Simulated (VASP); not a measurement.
**Hf: single point with r2SCAN**

The system is Hf.

```
CELL_PARAMETERS angstrom
-1.89525 1.89525 1.75988
1.89525 -1.89525 1.75988
1.89525 1.89525 -1.75988
ATOMIC_POSITIONS crystal
Hf 0.00000 0.00000 0.00000
```

This cell differs from its parent crystal: strain +0.050 along x and y, -0.025 along z.

```yaml
Program: VASP 6.6.1
Task: single point
Functional: r2SCAN
Potentials_or_basis: VASP PAW PBE potentials, release 64 (Hf_pv)
Cutoff: 520 eV
k_mesh: 18 × 18 × 18
Occupations: gaussian, width 0.15 eV
Spin: no spin polarisation
```

```yaml
Pressure: -11.2 GPa
Band_gap_on_the_k_mesh: zero (bands 5 and 6 overlap by 2.19 eV)
```

Stress tensor (GPa, compression positive):
```
-10.24   0.00   0.00
  0.00 -10.24   0.00
  0.00   0.00 -13.20
```

Levels at points of the mesh, in eV from the Fermi level:
| k point | band 1 | band 2 | band 3 | band 4 | band 5 | band 6 | band 7 | band 8 | band 9 | band 10 |
| --- | --- | --- | --- | --- | --- | --- | --- | --- | --- | --- |
| (0.00, 0.00, 0.00) | -31.52 | -31.52 | -31.51 | -7.01 | 1.11 | 1.93 | 1.93 | 3.53 | 4.60 | 11.61 |
| (0.50, 0.00, 0.00) | -32.07 | -31.71 | -31.53 | -3.08 | -0.48 | 0.60 | 4.00 | 5.21 | 6.84 | 9.22 |
| (0.50, 0.50, 0.00) | -32.07 | -31.67 | -31.50 | -3.26 | 0.17 | 0.35 | 3.25 | 4.50 | 6.77 | 8.92 |
| (0.50, 0.50, 0.50) | -31.93 | -31.93 | -31.84 | -2.29 | -2.15 | 5.94 | 5.94 | 6.13 | 6.13 | 6.30 |

Wall time 5.6 min on 1 thread of Intel(R) Xeon(R) Platinum 8259CL CPU @ 2.50GHz (Skylake/Cascade Lake) (shared host), peak memory 0.25 GiB.

Caveat: the cell differs from its parent crystal (strain +0.050 along x and y, -0.025 along z); the cell stands under tension; the PAW data sets were made with another functional, which shifts forces and pressure a little; spin-orbit coupling is left out, which moves the levels of the heavy elements.
